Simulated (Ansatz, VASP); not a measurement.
**One calculation of NaCl, two programs**

Contents of INCAR:

```
PREC = Accurate
ENCUT = 520
EDIFF = 1E-7
ISMEAR = 0
SIGMA = 0.02
LREAL = False
LASPH = True
NELM = 100
ALGO = Normal
ISIF = 2
LWAVE = False
LCHARG = False
GGA = PE
NBANDS = 14
```

The input KPOINTS:

```
Automatic mesh
0
Gamma
  8 8 8
```

The input POSCAR:

```
NaCl
1.0
    0.0000000000      2.9401088473      2.9401088473
    2.9401088473      0.0000000000      2.9401088473
    2.9401088473      2.9401088473      0.0000000000
Na Cl
1 1
Direct
    0.5000000000      0.5000000000      0.5000000000
    0.0000000000      0.0000000000      0.0000000000
```

Input for Ansatz:

```yaml
crystal:
  lattice:
    - [0.0, 2.9401088473, 2.9401088473]
    - [2.9401088473, 0.0, 2.9401088473]
    - [2.9401088473, 2.9401088473, 0.0]
  atoms:
    - { symbol: Na, position: [0.5, 0.5, 0.5] }
    - { symbol: Cl, position: [0.0, 0.0, 0.0] }
basis:
  ecutwfc: 420
kpoints:
  mp_grid: { grid: [8, 8, 8] }
hamiltonian:
  xc: pbe
scf:
  occupations: { method: gaussian, width: 0.02 }
output:
  forces: true
  stress: true
  eigenvalues: true
```

Alike in both runs: task single point; functional PBE; k mesh 8 × 8 × 8; occupations gaussian, width 0.02 eV; no spin polarisation.

|  | VASP | Ansatz |
| --- | --- | --- |
| version | VASP 6.6.1 | Ansatz 0.2.0 |
| potentials or method | VASP PAW PBE potentials, release 64 (Na_pv, Cl), cutoff 520 eV | scalar-relativistic, plane waves, PAW |
| valence electrons in the cell | 14 | 16 |

|  | VASP | Ansatz | Ansatz less VASP |
| --- | --- | --- | --- |
| gap on the k mesh at the Fermi level (eV) | 4.66 | 4.66 | 0.000 |
| least direct gap on the mesh (eV) | 4.66 | 4.66 | 0.000 |
| pressure (GPa) | -1.8 | -1.8 | +0.03 |

The functional is the same, so the differences come from potentials, cutoffs and numerics. VASP's potentials hold 14 valence electrons a cell and Ansatz's 16, so a difference there can come from the potentials and not from the codes.
